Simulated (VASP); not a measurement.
Here is a VASP 6.6.1 calculation.

Contents of INCAR:

```
SYSTEM = WS2
  ALGO = Normal
  EDIFF = 1E-6
  ENCUT = 500
  GGA = CA
  GGA_COMPAT = .FALSE.
  ISIF = 2
  ISMEAR = 0
  LASPH = .TRUE.
  LCHARG = .FALSE.
  LREAL = .FALSE.
  LWAVE = .FALSE.
  NBANDS = 20
  NELM = 120
  PREC = Accurate
  SIGMA = 0.02
```

KPOINTS

```
k-points
0
G
  15 15 15
  0 0 0
```

POSCAR

```
WS2
1.0
    1.5650997648      0.9036107705      6.0582385652
   -1.5650997648      0.9036107705      6.0582385652
    0.0000000000     -1.8072215410      6.0582385652
W S
1 2
Direct
    0.9993414410      0.9993414410      0.9993414410
    0.5801324442      0.5801324442      0.5801324442
    0.7518261148      0.7518261148      0.7518261148
```

Potentials or basis: VASP PAW LDA potentials, release 64 (W_sv, S).

The run is started by

```sh
$ cat potpaw_LDA.64/W_sv/POTCAR potpaw_LDA.64/S/POTCAR > POTCAR
$ mpirun -np 1 vasp_std > vasp.out
```

Task: Estimate the pressure.

Result: 0.4 GPa.

Task: Predict the band gap on the k mesh.

Result: 0.92 eV (least direct gap 1.98 eV).

Forces on the atoms (eV/Å):
```
W    0.000  0.000  0.000
S    0.000  0.000 -0.044
S    0.000  0.000  0.044
```

Caveat: spin-orbit coupling is left out, which moves the levels of the heavy elements. A k mesh can miss the band edges.
